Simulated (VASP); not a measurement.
# Os (P6_3/mmc) in VASP: further runs

Os is run at these levels: LDA; tasks: single point.

Program: VASP 6.6.1. These are calculated values, not measurements. Logs are shortened: lines on timing, memory, paths and dates and some standing lists are left out, and cuts for length are marked.

### 1 The cell of the first run

Symmetry: P6_3/mmc, No. 194, hexagonal system. The conventional cell has a = 2.715 Å, b = 2.715 Å, c = 4.293 Å, α = 90.00°, β = 90.00°, γ = 120.00°. Within 3.5 Å of Os (site symmetry -6m2) lie 12 Os at 2.66 to 2.71 Å.

### 2 Single point, LDA

Contents of INCAR:

```
PREC     = Accurate       # precision mode
ENCUT    = 520            # plane-wave cutoff, eV
EDIFF    = 1E-7           # SCF threshold, eV
ISMEAR   = 0              # smearing method
SIGMA    = 0.1            # smearing width, eV
LREAL    = F              # projectors in reciprocal space
LASPH    = T              # aspherical terms in the spheres
NELM     = 100            # most SCF steps
ALGO     = Fast           # electronic algorithm
ISIF     = 2              # what is computed and relaxed
LWAVE    = F              # write WAVECAR
LCHARG   = F              # write CHGCAR
NBANDS   = 15             # bands
```

Contents of KPOINTS:

```
Automatic mesh
0
Gamma
  18 18 10
```

Contents of POSCAR:

```
Os
1.0
    2.7145028291      0.0000000000      0.0000000000
   -1.3572514145      2.3508284086      0.0000000000
    0.0000000000      0.0000000000      4.2931694378
Os
2
Direct
    0.3333333333      0.6666666667      0.2500000000
    0.6666666667      0.3333333333      0.7500000000
```

Potentials or basis: VASP PAW LDA potentials, release 64 (Os).

Launch:

```bash
> cat potpaw_LDA.64/Os/POTCAR > POTCAR
> mpirun -np 1 vasp_std > vasp.out
```

OUTCAR:

```text
PREC = Accurate
   ENCUT = 520
   EDIFF = 1E-7
   ISMEAR = 0
   LREAL = F
   LASPH = T
   NELM = 100
   ISIF = 2

 ion  position               nearest neighbor table
   1  0.333  0.667  0.250-   2 2.66   2 2.66   2 2.66   2 2.66   2 2.66   2 2.66
   2  0.667  0.333  0.750-   1 2.66   1 2.66   1 2.66   1 2.66   1 2.66   1 2.66

  LATTYP: Found a hexagonal cell.
 ALAT       =     2.7145028291
 C/A-ratio  =     1.5815674943

  Lattice vectors:

 A1 = (   2.7145028291,   0.0000000000,   0.0000000000)
 A2 = (  -1.3572514145,   2.3508284086,   0.0000000000)
 A3 = (   0.0000000000,   0.0000000000,   4.2931694378)

Analysis of symmetry for initial positions (statically):
=====================================================================
 Subroutine PRICEL returns:
 Original cell was already a primitive cell.

 Routine SETGRP: Setting up the symmetry group for a
 hexagonal supercell.

 Subroutine GETGRP returns: Found 24 space group operations
 (whereof 12 operations were pure point group operations)
 out of a pool of 24 trial point group operations.

The static configuration has the point symmetry D_3d.
 The point group associated with its full space group is D_6h.

Analysis of symmetry for dynamics (positions and initial velocities):
=====================================================================
 Subroutine PRICEL returns:
 Original cell was already a primitive cell.

 Routine SETGRP: Setting up the symmetry group for a
 hexagonal supercell.

 Subroutine GETGRP returns: Found 24 space group operations
 (whereof 12 operations were pure point group operations)
 out of a pool of 24 trial point group operations.

The dynamic configuration has the point symmetry D_3d.
 The point group associated with its full space group is D_6h.

 Subroutine INISYM returns: Found 24 space group operations
 (whereof 12 operations are pure point group operations),
 and found     1 'primitive' translations

----------------------------------------------------------------------------------------

                                     Primitive cell

  volume of cell :      27.3961

  direct lattice vectors                    reciprocal lattice vectors
     2.714502829  0.000000000  0.000000000     0.368391585  0.212690981  0.000000000
    -1.357251415  2.350828409  0.000000000     0.000000000  0.425381962  0.000000000
     0.000000000  0.000000000  4.293169438     0.000000000  0.000000000  0.232928147

  length of vectors
     2.714502829  2.714502829  4.293169438     0.425381962  0.425381962  0.232928147

  position of ions in fractional coordinates (direct lattice)
     0.333333333  0.666666667  0.250000000
     0.666666667  0.333333333  0.750000000

  ion indices of the primitive-cell ions
   primitive index   ion index
                 1           1
                 2           2

----------------------------------------------------------------------------------------

 KPOINTS: Automatic mesh

Automatic generation of k-mesh.
 Grid dimensions read from file:
 generate k-points for:   18   18   10

 Generating k-lattice:

  Cartesian coordinates                     Fractional coordinates (reciprocal lattice)
     0.020466199  0.011816166  0.000000000     0.055555556 -0.000000000  0.000000000
     0.000000000  0.023632331  0.000000000     0.000000000  0.055555556  0.000000000
     0.000000000  0.000000000  0.023292815     0.000000000  0.000000000  0.100000000

  Length of vectors
     0.023632331  0.023632331  0.023292815

  Shift w.r.t. Gamma in fractional coordinates (k-lattice)
     0.000000000  0.000000000  0.000000000

 Subroutine IBZKPT returns following result:
 ===========================================

 Found    222 irreducible k-points:

 Following reciprocal coordinates:
            Coordinates               Weight
  0.000000  0.000000  0.000000      1.000000
  0.055556 -0.000000  0.000000      6.000000
  0.111111 -0.000000  0.000000      6.000000
  0.166667  0.000000  0.000000      6.000000
  0.222222  0.000000  0.000000      6.000000
  0.277778 -0.000000  0.000000      6.000000
[... 16 lines left out ...]
  0.333333  0.111111  0.000000     12.000000
  0.388889  0.111111  0.000000     12.000000
 [... further k-points ...]
   k-points           NKPTS =    222   k-points in BZ     NKDIM =    222   number of bands    NBANDS=     15
   number of dos      NEDOS =    301   number of ions     NIONS =      2
   total plane-waves  NPLWV =  12800
   dimension x,y,z NGX =    20 NGY =   20 NGZ =   32
   dimension x,y,z NGXF=    40 NGYF=   40 NGZF=   64
   ions per type =               2
   NGX,Y,Z   is equivalent  to a cutoff of  12.25, 12.25, 12.39 a.u.
   NGXF,Y,Z  is equivalent  to a cutoff of  24.50, 24.50, 24.78 a.u.
 SYSTEM =  unknown system
   PREC   = accura    normal or accurate (medium, high low for compatibility)
   ISTART =      0    job   : 0-new  1-cont  2-samecut
   ICHARG =      2    charge: 1-file 2-atom 10-const
   ISPIN  =      1    spin polarized calculation?
   LNONCOLLINEAR =      F non collinear calculations
   LSORBIT =      F    spin-orbit coupling
   LASPH  =      T    aspherical Exc in radial PAW
   ENCUT  =  520.0 eV  38.22 Ry    6.18 a.u.   5.05  5.05  7.98*2*pi/ulx,y,z
   NELM   =    100;   NELMIN=  2; NELMDL= -5     # of ELM steps
   EDIFF  = 0.1E-06   stopping-criterion for ELM
   LREAL  =      F    real-space projection
   EDIFFG = 0.1E-05   stopping-criterion for IOM
   NSW    =      0    number of steps for IOM
   IBRION =     -1    ionic relax: 0-MD 1-quasi-New 2-CG
   NFREE  =      0    steps in history (QN), initial steepest desc. (CG)
   ISIF   =      2    stress and relaxation
   ISYM   =      2    0-nonsym 1-usesym 2-fastsym
   POTIM  = 0.5000    time-step for ionic-motion
   TEBEG  =    0.0;   TEEND  =   0.0 temperature during run
   PSTRESS=    0.0 pullay stress
   NELECT =      16.0000    total number of electrons
   NUPDOWN=      -1.0000    fix difference up-down
   EMIN   =  10.00;   EMAX   =-10.00  energy-range for DOS
   EFERMI =   0.00;   METHOD = LEGACY
   ISMEAR =     0;   SIGMA  =   0.10  broadening in eV -4-tet -1-fermi 0-gaus
   EFERMI_NEDOS =   21; number of points for ismear=-14 and -15
   IALGO  =     68    algorithm
   IMIX   =      4    mixing-type and parameters
     AMIX     =   0.40;   BMIX     =  1.00
     AMIX_MAG =   1.60;   BMIX_MAG =  1.00
  volume/ion in A,a.u.               =      13.70        92.44
  Fermi-wavevector in a.u.,A,eV,Ry     =   1.368417  2.585933 25.477788  1.872565
  Thomas-Fermi vector in A             =   2.494383
   LORBIT       =      0    0 simple, 1 ext, 2 COOP (PROOUT), +10 PAW based schemes
   GGA     = CA    functional components
   LHFCALC =     F    Hartree Fock is set to
   AEXX    =    0.0000 exact exchange contribution
   IVDW    =     0    specifies the selected vdW correction
   LEPSILON=     F    determine dielectric tensor
   LRPA    =     F    only Hartree local field effects (RPA)
 non-spin polarized calculation
 RMM-DIIS sequential band-by-band and
 Gauss-broadening in eV      SIGMA  =   0.10
  energy-cutoff  :      520.00
  volume of cell :       27.40
 maximum number of plane-waves:       756
   NGX = 11   NGY = 11   NGZ = 15

 number of electron      15.9999998 magnetization

 Free energy of the ion-electron system (eV)
  ---------------------------------------------------
  ext. energy  EPLUGINS =         0.00000000
  ---------------------------------------------------
  free energy    TOTEN  =       -25.30648179 eV

  energy without entropy =      -25.29905770  energy(sigma->0) =      -25.30276975

 E-fermi :   9.7097     XC(G=0): -14.2988

 val. band max:        9.6944337736   @ k =   0.2222   0.0556   0.3000
 cond. band min:       9.7188478507   @ k =   0.2778  -0.0000   0.1000
 fundamental gap:      0.0244140771
 Fermi energy:         9.7096639167

 k-point     1 :       0.0000    0.0000    0.0000
  band No.  band energies     occupation
      1      -1.3393      2.00000
      2       1.7523      2.00000
      3       6.5512      2.00000
      4       6.5512      2.00000
      5       6.7991      2.00000
      6       7.4168      2.00000
      7       7.4168      2.00000
      8       8.1044      2.00000
      9       8.1044      2.00000
     10       9.8537      0.04162
     11      11.4467      0.00000
     12      11.4467      0.00000
     13      19.0341      0.00000
     14      23.8329      0.00000
     15      26.5435      0.00000

 k-point     2 :       0.0556   -0.0000    0.0000
  band No.  band energies     occupation
      1      -1.2104      2.00000
      2       1.8673      2.00000
      3       6.2544      2.00000
      4       6.6649      2.00000
      5       7.0609      2.00000
      6       7.3384      2.00000
      7       7.5231      2.00000
      8       7.9500      2.00000
      9       8.0108      2.00000
     10       9.2025      2.00000
     11      11.5128      0.00000
     12      12.2841      0.00000
     13      19.0265      0.00000
     14      24.1039      0.00000
     15      26.7139      0.00000

 k-point     3 :       0.1111   -0.0000    0.0000
  band No.  band energies     occupation
      1      -0.8347      2.00000
      2       2.1890      2.00000
      3       5.8239      2.00000
      4       7.0016      2.00000
      5       7.0971      2.00000
      6       7.3416      2.00000
      7       7.4672      2.00000
      8       7.7631      2.00000
      9       7.8376      2.00000
     10       8.5122      2.00000
     11      11.6803      0.00000
     12      13.6862      0.00000
     13      18.9819      0.00000
     14      24.8456      0.00000
     15      27.1606      0.00000
[... 343 lines left out ...]
 k-point    23 :       0.3333    0.1111    0.0000
  band No.  band energies     occupation
      1       2.6570      2.00000
      2       2.9624      2.00000
      3       3.4585      2.00000
      4       5.7037      2.00000
      5       6.0486      2.00000
      6       7.2117      2.00000
      7       7.4004      2.00000
      8      10.4927      0.00000
      9      11.3289      0.00000
     10      12.2608      0.00000
     11      12.7209      0.00000
     12      18.4628      0.00000
     13      19.0561      0.00000
     14      21.3975      0.00000
     15      21.5154      0.00000

 k-point    24 :       0.3889    0.1111    0.0000
  band No.  band energies     occupation
      1       2.7370      2.00000
      2       2.8930      2.00000
      3       3.1834      2.00000
      4       5.9939      2.00000
      5       6.1901      2.00000
      6       7.0332      2.00000
      7       7.7324      2.00000
      8      11.3439      0.00000
      9      11.7948      0.00000
     10      12.2913      0.00000
     11      13.7753      0.00000
     12      16.8894      0.00000
     13      19.3673      0.00000
     14      20.4428      0.00000
     15      22.2744      0.00000

 [... further k-points ...]
[... 5 lines left out ...]
  --------------------------------------------------------------------------------------
  -------------------------------------------------------------------------------------
  Total        0.1788910      0.1788910      0.1569120      0.0000000      0.0000000      0.0000000
  in kB       10.4618819     10.4618819      9.1765075      0.0000000      0.0000000      0.0000000
  external PRESSURE =      10.0334238 kB  Pullay stress =       0.0000000 kB

 VOLUME and BASIS-vectors are now :
 -----------------------------------------------------------------------------
  energy-cutoff  :      520.00
  volume of cell :       27.40
      direct lattice vectors                 reciprocal lattice vectors
     2.714502829  0.000000000  0.000000000     0.368391585  0.212690981  0.000000000
    -1.357251415  2.350828409  0.000000000     0.000000000  0.425381962  0.000000000
     0.000000000  0.000000000  4.293169438     0.000000000  0.000000000  0.232928147

 POSITION                                       TOTAL-FORCE (eV/Angst)
 -----------------------------------------------------------------------------------
     -0.00000      1.56722      1.07329        -0.000000      0.000000      0.000000
      1.35725      0.78361      3.21988         0.000000     -0.000000      0.000000
 -----------------------------------------------------------------------------------
    total drift:                               -0.000000      0.000000     -0.000000

  FREE ENERGIE OF THE ION-ELECTRON SYSTEM (eV)
  ---------------------------------------------------
  free  energy   TOTEN  =       -25.3064817899 eV

  energy  without entropy=      -25.2990577033  energy(sigma->0) =      -25.30276975
```

Run time: 76 s. Hardware: 1 thread of Intel Xeon Platinum 8259CL at 2.50GHz (Skylake/Cascade Lake), shared host; peak memory 0.19 GiB.

Results:

* Free energy: -25.3065 eV
* Pressure: 1.0 GPa
* Band gap on the k mesh: zero (band 8 reaches 11.82 eV, above the bottom of band 9 at 7.75 eV)

Stress tensor (GPa, compression positive):
```
1.05 0.00 0.00
0.00 1.05 0.00
0.00 0.00 0.92
```

Caveat: spin-orbit coupling is left out, which moves the levels of the heavy elements.

(Continued in part 2 of 2.)
